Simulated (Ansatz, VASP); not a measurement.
Two plane-wave programs on HgTe

The input INCAR:

```
  PREC = Accurate
  ENCUT = 500
  EDIFF = 1E-6
  ISMEAR = 0
  SIGMA = 0.1
  LREAL = F
  LASPH = T
  NELM = 120
  ALGO = Normal
  ISIF = 2
  LWAVE = F
  LCHARG = F
  GGA = CA
  NBANDS = 16
  GGA_COMPAT = F
```

The input KPOINTS:

```
Automatic mesh
0
Gamma
  6 6 6
```

POSCAR

```
HgTe
1.0
    0.0000000000      3.2235000000      3.2235000000
    3.2235000000      0.0000000000      3.2235000000
    3.2235000000      3.2235000000      0.0000000000
Hg Te
1 1
Direct
    0.0000000000      0.0000000000      0.0000000000
    0.7500000000      0.7500000000      0.7500000000
```

Input for Ansatz:

```yaml
crystal:
  lattice:
    - [0.0, 3.2235, 3.2235]
    - [3.2235, 0.0, 3.2235]
    - [3.2235, 3.2235, 0.0]
  atoms:
    - { symbol: Hg, position: [0.0, 0.0, 0.0] }
    - { symbol: Te, position: [0.75, 0.75, 0.75] }
basis:
  ecutwfc: 420
kpoints:
  mp_grid: { grid: [6, 6, 6] }
hamiltonian:
  xc: lda
scf:
  occupations: { method: gaussian, width: 0.1 }
output:
  forces: true
  stress: true
  eigenvalues: true
```

Alike in both runs: task single point; functional LDA; k mesh 6 × 6 × 6; occupations gaussian, width 0.1 eV; no spin polarisation.

```csv
,VASP,Ansatz
version,VASP 6.6.1,Ansatz 0.2.0
potentials or method,"VASP PAW LDA potentials, release 64 (Hg, Te), cutoff 500 eV","scalar-relativistic, plane waves, PAW"
valence electrons in the cell,18,36
```

Ansatz gave:

| Quantity | Value |
| --- | --- |
| gap on the k mesh at the Fermi level (eV) | none |
| pressure (GPa) | -0.2 |

Estimate VASP's values.

gap on the k mesh at the Fermi level (eV): none; pressure (GPa): 0.1.

LDA's correlation is that of Perdew and Zunger in VASP and of Perdew and Wang (1992) in Ansatz. A gap of «none» marks a metal or a gap that the smearing closes. VASP's potentials hold 18 valence electrons a cell and Ansatz's 36, so a difference there can come from the potentials and not from the codes.

Neither program's run includes spin-orbit coupling.
